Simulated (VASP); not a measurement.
Input of a VASP 6.6.1 run:

INCAR

```
SYSTEM = GeW
  PREC = Accurate
  ENCUT = 520
  EDIFF = 1E-6
  ISMEAR = -1
  SIGMA = 0.05
  LREAL = .FALSE.
  LASPH = .TRUE.
  NELM = 60
  ALGO = Normal
  ISIF = 2
  LWAVE = .FALSE.
  LCHARG = .TRUE.
  GGA = PE
  LELF = .TRUE.
  LVHAR = .TRUE.
  NBANDS = 21
```

The input KPOINTS:

```
regular mesh
0
G
  9 9 9
  0 0 0
```

POSCAR

```
GeW
1.0
    0.0000000000      2.5785944828      2.5785944828
    2.5785944828      0.0000000000      2.5785944828
    2.5785944828      2.5785944828      0.0000000000
Ge W
1 1
Direct
    0.5000000000      0.5000000000      0.5000000000
    0.0000000000      0.0000000000      0.0000000000
```

Potentials or basis: VASP PAW PBE potentials, release 64 (Ge_d, W_sv).

Command:

```bash
$ cat potpaw_PBE.64/Ge_d/POTCAR potpaw_PBE.64/W_sv/POTCAR > POTCAR
$ mpirun -np 1 vasp_std > vasp.out
```

Task: Predict the pressure.

Result: 0.2 GPa.

Task: What does it give for the band gap on the k mesh?

Result: Zero (band 14 reaches 9.58 eV, above the bottom of band 15 at 7.88 eV).

Caveat: spin-orbit coupling is left out, which moves the levels of the heavy elements.
